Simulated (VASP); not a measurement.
# Ta5Si (P6/mmm) in VASP: further runs, part 2 of 2

VASP 6.6.1. Earlier steps stand in the parts before.

## (3) Relaxation of cell and atoms, PBE

This run uses another cell than the first one, of 17.75 Å³/atom.

INCAR reads:

```
SYSTEM = Ta5Si
PREC = Accurate ; ENCUT = 600
EDIFF = 1E-6 ; ISMEAR = 0
SIGMA = 0.1 ; LREAL = .FALSE.
LASPH = .TRUE. ; NELM = 80
ALGO = Normal ; ISIF = 3
LWAVE = .FALSE. ; LCHARG = .FALSE.
GGA = PE ; IBRION = 2
NSW = 90 ; EDIFFG = -0.04
```

KPOINTS reads:

```
regular mesh
0
G
  6 6 4
  0 0 0
```

POSCAR reads:

```
Ta5Si
1.0
    4.7272711147      0.0000000000      0.0000000000
   -2.3636355574      4.0939368759      0.0000000000
    0.0000000000      0.0000000000      5.5034961648
Ta Si
5 1
Direct
    0.3333333333      0.6666666667      0.2572450869
    0.3333333333      0.6666666667      0.7427549131
    0.6666666667      0.3333333333      0.7427549131
    0.6666666667      0.3333333333      0.2572450869
    0.0000000000      0.0000000000      0.5000000000
    0.0000000000      0.0000000000      0.0000000000
```

Potentials or basis: VASP PAW PBE potentials, release 64 (Ta_pv, Si).

Started as:

```bash
$ cat potpaw_PBE.64/Ta_pv/POTCAR potpaw_PBE.64/Si/POTCAR > POTCAR
$ mpirun -np 1 vasp_std > vasp.out
```

OUTCAR:

```text
SYSTEM = Ta5Si
   PREC = Accurate
   ENCUT = 600
   EDIFF = 1E-6
   ISMEAR = 0
   LREAL = .FALSE.
   LASPH = .TRUE.
   NELM = 80
   ISIF = 3
   GGA = PE
   IBRION = 2
   NSW = 90
   EDIFFG = -0.04

 ion  position               nearest neighbor table
   1  0.333  0.667  0.257-   2 2.67   4 2.73   4 2.73   4 2.73   2 2.83   5 3.04   5 3.04   5 3.04
                             6 3.07   6 3.07   6 3.07
   2  0.333  0.667  0.743-   1 2.67   3 2.73   3 2.73   3 2.73   1 2.83   5 3.04   5 3.04   5 3.04
                             6 3.07   6 3.07   6 3.07
   3  0.667  0.333  0.743-   4 2.67   2 2.73   2 2.73   2 2.73   4 2.83   5 3.04   5 3.04   5 3.04
                             6 3.07   6 3.07   6 3.07
   4  0.667  0.333  0.257-   3 2.67   1 2.73   1 2.73   1 2.73   3 2.83   5 3.04   5 3.04   5 3.04
                             6 3.07   6 3.07   6 3.07
   5  0.000  0.000  0.500-   6 2.75   6 2.75   3 3.04   4 3.04   1 3.04   2 3.04   3 3.04   4 3.04
                             1 3.04   2 3.04   3 3.04   4 3.04   1 3.04   2 3.04
   6  0.000  0.000  0.000-   5 2.75   5 2.75   3 3.07   4 3.07   1 3.07   2 3.07   3 3.07   4 3.07
                             1 3.07   2 3.07   3 3.07   4 3.07   1 3.07   2 3.07

  LATTYP: Found a hexagonal cell.
 ALAT       =     4.7272711147
 C/A-ratio  =     1.1642015089

  Lattice vectors:

 A1 = (   4.7272711147,   0.0000000000,   0.0000000000)
 A2 = (  -2.3636355574,   4.0939368759,   0.0000000000)
 A3 = (   0.0000000000,   0.0000000000,   5.5034961648)

Analysis of symmetry for initial positions (statically):
=====================================================================
 Subroutine PRICEL returns:
 Original cell was already a primitive cell.

 Routine SETGRP: Setting up the symmetry group for a
 hexagonal supercell.

 Subroutine GETGRP returns: Found 24 space group operations
 (whereof 24 operations were pure point group operations)
 out of a pool of 24 trial point group operations.

The static configuration has the point symmetry D_6h.

Analysis of symmetry for dynamics (positions and initial velocities):
=====================================================================
 Subroutine PRICEL returns:
 Original cell was already a primitive cell.

 Routine SETGRP: Setting up the symmetry group for a
 hexagonal supercell.

 Subroutine GETGRP returns: Found 24 space group operations
 (whereof 24 operations were pure point group operations)
 out of a pool of 24 trial point group operations.

The dynamic configuration has the point symmetry D_6h.

 Subroutine INISYM returns: Found 24 space group operations
 (whereof 24 operations are pure point group operations),
 and found     1 'primitive' translations

----------------------------------------------------------------------------------------

                                     Primitive cell

  volume of cell :     106.5100

  direct lattice vectors                    reciprocal lattice vectors
     4.727271115  0.000000000  0.000000000     0.211538534  0.122131829  0.000000000
    -2.363635557  4.093936876  0.000000000     0.000000000  0.244263659  0.000000000
     0.000000000  0.000000000  5.503496165     0.000000000  0.000000000  0.181702680

  length of vectors
     4.727271115  4.727271115  5.503496165     0.244263659  0.244263659  0.181702680

  position of ions in fractional coordinates (direct lattice)
     0.333333333  0.666666667  0.257245087
     0.333333333  0.666666667  0.742754913
     0.666666667  0.333333333  0.742754913
     0.666666667  0.333333333  0.257245087
     0.000000000  0.000000000  0.500000000
     0.000000000  0.000000000  0.000000000

  ion indices of the primitive-cell ions
   primitive index   ion index
                 1           1
                 2           2
                 3           3
[... 26 lines left out ...]
 ===========================================

 Found     21 irreducible k-points:

 Following reciprocal coordinates:
            Coordinates               Weight
  0.000000  0.000000  0.000000      1.000000
  0.166667  0.000000  0.000000      6.000000
  0.333333  0.000000  0.000000      6.000000
  0.500000  0.000000  0.000000      3.000000
  0.166667  0.166667  0.000000      6.000000
  0.333333  0.166667  0.000000     12.000000
[... 13 lines left out ...]
  0.333333  0.166667  0.500000     12.000000
  0.333333  0.333333  0.500000      2.000000
   k-points           NKPTS =     21   k-points in BZ     NKDIM =     21   number of bands    NBANDS=     35
   number of dos      NEDOS =    301   number of ions     NIONS =      6
   total plane-waves  NPLWV =  76800
   dimension x,y,z NGX =    40 NGY =   40 NGZ =   48
   dimension x,y,z NGXF=    80 NGYF=   80 NGZF=   96
   ions per type =               5   1
   NGX,Y,Z   is equivalent  to a cutoff of  14.07, 14.07, 14.50 a.u.
   NGXF,Y,Z  is equivalent  to a cutoff of  28.13, 28.13, 29.00 a.u.
 SYSTEM =  Ta5Si
   PREC   = accura    normal or accurate (medium, high low for compatibility)
   ISTART =      0    job   : 0-new  1-cont  2-samecut
   ICHARG =      2    charge: 1-file 2-atom 10-const
   ISPIN  =      1    spin polarized calculation?
   LNONCOLLINEAR =      F non collinear calculations
   LSORBIT =      F    spin-orbit coupling
   LASPH  =      T    aspherical Exc in radial PAW
   ENCUT  =  600.0 eV  44.10 Ry    6.64 a.u.   9.44  9.44 10.99*2*pi/ulx,y,z
   NELM   =     80;   NELMIN=  2; NELMDL= -5     # of ELM steps
   EDIFF  = 0.1E-05   stopping-criterion for ELM
   LREAL  =      F    real-space projection
   EDIFFG = -.4E-01   stopping-criterion for IOM
   NSW    =     90    number of steps for IOM
   IBRION =      2    ionic relax: 0-MD 1-quasi-New 2-CG
   NFREE  =      1    steps in history (QN), initial steepest desc. (CG)
   ISIF   =      3    stress and relaxation
   ISYM   =      2    0-nonsym 1-usesym 2-fastsym
   POTIM  = 0.5000    time-step for ionic-motion
   TEBEG  =    0.0;   TEEND  =   0.0 temperature during run
   PSTRESS=    0.0 pullay stress
   NELECT =      59.0000    total number of electrons
   NUPDOWN=      -1.0000    fix difference up-down
   EMIN   =  10.00;   EMAX   =-10.00  energy-range for DOS
   EFERMI =   0.00;   METHOD = LEGACY
   ISMEAR =     0;   SIGMA  =   0.10  broadening in eV -4-tet -1-fermi 0-gaus
   EFERMI_NEDOS =   21; number of points for ismear=-14 and -15
   IALGO  =     38    algorithm
   IMIX   =      4    mixing-type and parameters
     AMIX     =   0.40;   BMIX     =  1.00
     AMIX_MAG =   1.60;   BMIX_MAG =  1.00
  volume/ion in A,a.u.               =      17.75       119.79
  Fermi-wavevector in a.u.,A,eV,Ry     =   1.344504  2.540744 24.595125  1.807691
  Thomas-Fermi vector in A             =   2.472492
   LORBIT       =      0    0 simple, 1 ext, 2 COOP (PROOUT), +10 PAW based schemes
   GGA     = PE    functional components
   LHFCALC =     F    Hartree Fock is set to
   AEXX    =    0.0000 exact exchange contribution
   IVDW    =     0    specifies the selected vdW correction
   LEPSILON=     F    determine dielectric tensor
   LRPA    =     F    only Hartree local field effects (RPA)
 conjugate gradient relaxation of ions
 non-spin polarized calculation
 Gauss-broadening in eV      SIGMA  =   0.10
  energy-cutoff  :      600.00
  volume of cell :      106.51
 maximum number of plane-waves:      3585
 NGX is ok and might be reduce to    40
   NGX = 19   NGY = 19   NGZ = 21

--------------------------------------- Ionic step        1  -------------------------------------------

 number of electron      59.0000000 magnetization

 Free energy of the ion-electron system (eV)
  ---------------------------------------------------
  ext. energy  EPLUGINS =         0.00000000
  ---------------------------------------------------
  free energy    TOTEN  =       -63.66500562 eV

  energy without entropy =      -63.64992548  energy(sigma->0) =      -63.65746555

------------------------ aborting loop because EDIFF is reached ----------------------------------------

  FORCE on cell =-STRESS in cart. coord.  units (eV):
  Direction    XX          YY          ZZ          XY          YZ          ZX
  --------------------------------------------------------------------------------------
  -------------------------------------------------------------------------------------
  Total        0.8872641      0.8872641     -2.9297453     -0.0000000      0.0000000      0.0000000
  in kB       13.3466777     13.3466777    -44.0707181     -0.0000000      0.0000000      0.0000000
  external PRESSURE =      -5.7924542 kB  Pullay stress =       0.0000000 kB
[... 147 lines left out ...]
--------------------------------------- Ionic step        5  -------------------------------------------

 number of electron      59.0000002 magnetization

 Free energy of the ion-electron system (eV)
  ---------------------------------------------------
  ext. energy  EPLUGINS =         0.00000000
  ---------------------------------------------------
  free energy    TOTEN  =       -63.68652585 eV

  energy without entropy =      -63.67034035  energy(sigma->0) =      -63.67843310

 E-fermi :   6.5392     XC(G=0): -12.3108

 val. band max:        6.5278977556   @ k =   0.3333   0.3333   0.0000
 cond. band min:       6.5474484015   @ k =   0.3333   0.0000   0.0000
 fundamental gap:      0.0195506460
 Fermi energy:         6.5392381241

 k-point     1 :       0.0000    0.0000    0.0000
  band No.  band energies     occupation
      1     -28.4196      2.00000
      2     -28.1746      2.00000
      3     -28.1299      2.00000
      4     -28.1299      2.00000
      5     -27.9745      2.00000
      6     -27.9604      2.00000
[... 820 lines left out ...]
  FREE ENERGIE OF THE ION-ELECTRON SYSTEM (eV)
  ---------------------------------------------------
  free  energy   TOTEN  =       -63.6865258491 eV

  energy  without entropy=      -63.6703403501  energy(sigma->0) =      -63.67843310

 reached required accuracy - stopping structural energy minimisation
```

Run time: 11 min. Hardware: 1 thread of Intel Xeon 8259CL, shared host; peak memory 0.32 GiB.

What came out:

* Free energy: -63.6865 eV
* Relaxed volume: 17.70 Å³/atom
* Relaxed cell: a = 4.748 Å, b = 4.748 Å, c = 5.440 Å, α = 90.00°, β = 90.00°, γ = 120.00°
* Space group after relaxing (to 0.1 Å): P6/mmm (No. 191)
* Energy gained by relaxing: 3.6 meV/atom
* Ionic steps: 5
* Pressure after relaxing: -0.1 GPa
* Largest force after relaxing: 0.022 eV/Å
* Band gap on the k mesh: zero (an odd number of electrons rules out a gap without spin polarisation)

Forces in eV/Å, atoms in the order of the input:
```
Ta   0.000  0.000 -0.022
Ta   0.000  0.000  0.022
Ta   0.000  0.000  0.022
Ta   0.000  0.000 -0.022
Ta   0.000  0.000  0.000
Si   0.000  0.000  0.000
```

The path:
```
step  energy change (eV)  largest force (eV/Å)  pressure (GPa)  volume (Å³)
   1              0.0000                0.0415           -0.58       106.51
   2              0.0009                0.1387            1.39       105.49
   3             -0.0210                0.0894            0.32       106.01
   4             -0.0209                0.0506           -0.56       106.47
   5             -0.0215                0.0219           -0.11       106.23
```

Final structure:
```cif
data_structure
_symmetry_space_group_name_H-M 'P 1'
_symmetry_Int_Tables_number 1
_cell_length_a 4.7484
_cell_length_b 4.7484
_cell_length_c 5.4402
_cell_angle_alpha 90.000
_cell_angle_beta 90.000
_cell_angle_gamma 120.000
_cell_volume 106.23
loop_
_atom_site_label
_atom_site_type_symbol
_atom_site_fract_x
_atom_site_fract_y
_atom_site_fract_z
_atom_site_occupancy
Ta1 Ta 0.33333 0.66667 0.25672 1
Ta2 Ta 0.33333 0.66667 0.74328 1
Ta3 Ta 0.66667 0.33333 0.74328 1
Ta4 Ta 0.66667 0.33333 0.25672 1
Ta5 Ta 0.00000 0.00000 0.50000 1
Si1 Si 0.00000 0.00000 0.00000 1
```

Caveat: spin-orbit coupling is left out, which moves the levels of the heavy elements.

## (4) Single point, PBE

This run uses another cell than the first one, of 17.71 Å³/atom.

INCAR reads:

```
  ALGO = Fast
  EDIFF = 1E-6
  ENCUT = 520
  GGA = PE
  ISIF = 2
  ISMEAR = 0
  LASPH = True
  LCHARG = False
  LREAL = False
  LWAVE = False
  NBANDS = 38
  NELM = 80
  PREC = Accurate
  SIGMA = 0.1
```

KPOINTS reads:

```
k-points
0
Gamma
  12 12 8
```

POSCAR reads:

```
Ta5Si
1.0
    4.7528968759      0.0000000000      0.0000000000
   -2.3764484379      4.1161294361      0.0000000000
    0.0000000000      0.0000000000      5.4325291853
Ta Si
5 1
Direct
    0.3333333333      0.6666666667      0.2564534973
    0.3333333333      0.6666666667      0.7435465027
    0.6666666667      0.3333333333      0.7435465027
    0.6666666667      0.3333333333      0.2564534973
    0.0000000000      0.0000000000      0.5000000000
    0.0000000000      0.0000000000      0.0000000000
```

Started as:

```bash
$ cat potpaw_PBE.64/Ta_pv/POTCAR potpaw_PBE.64/Si/POTCAR > POTCAR
$ mpirun -np 1 vasp_std > vasp.out
```

Wall time 11 min (1 thread of Intel Xeon 8259CL, shared host); peak memory 0.43 GiB.

Results (log left out):

```yaml
Free_energy: -63.6395 eV
Pressure: 0.1 GPa
Band_gap_on_the_k_mesh: zero (an odd number of electrons rules out a gap without spin polarisation)
```

Levels at points of the mesh, in eV from the Fermi level:
| k point | band 26 | band 27 | band 28 | band 29 | band 30 | band 31 | band 32 | band 33 | band 34 | band 35 |
| --- | --- | --- | --- | --- | --- | --- | --- | --- | --- | --- |
| (0.00, 0.00, 0.00) | -2.19 | -0.94 | -0.94 | -0.43 | -0.43 | 1.04 | 1.16 | 1.16 | 1.61 | 1.61 |
| (0.50, 0.00, 0.00) | -1.90 | -1.83 | -1.02 | -0.80 | -0.72 | 0.88 | 1.14 | 1.28 | 2.00 | 2.61 |
| (0.00, 0.00, 0.50) | -1.33 | -1.18 | -0.24 | 0.52 | 0.52 | 0.64 | 0.77 | 0.77 | 1.18 | 1.18 |
| (0.50, 0.00, 0.50) | -1.38 | -1.16 | -0.90 | -0.51 | 0.17 | 0.60 | 0.92 | 1.48 | 1.92 | 1.98 |

Caveat: spin-orbit coupling is left out, which moves the levels of the heavy elements.

## (5) Summary

```tsv
task	cell	k mesh	cutoff (eV)	gap on the mesh (eV)	pressure (GPa)
single point	a = 4.745, b = 4.745, c = 5.436 Å, angles 90.0, 90.0, 120.0°, 6 atoms	6 × 6 × 4	520	none	0.2
relaxation of cell and atoms	relaxed from a = 4.727, b = 4.727, c = 5.503 Å, angles 90.0, 90.0, 120.0°, 6 atoms	6 × 6 × 4	600	none	-0.1
single point	a = 4.753, b = 4.753, c = 5.433 Å, angles 90.0, 90.0, 120.0°, 6 atoms	12 × 12 × 8	520	none	0.1
```

Alike in all rows: level PBE; potentials or basis VASP PAW PBE potentials, release 64 (Ta_pv, Si); no spin polarisation; smearing gaussian 0.1 eV.

Caveats: spin-orbit coupling is left out, which moves the levels of the heavy elements.

Absolute energies hang on the potentials; compare differences alone.
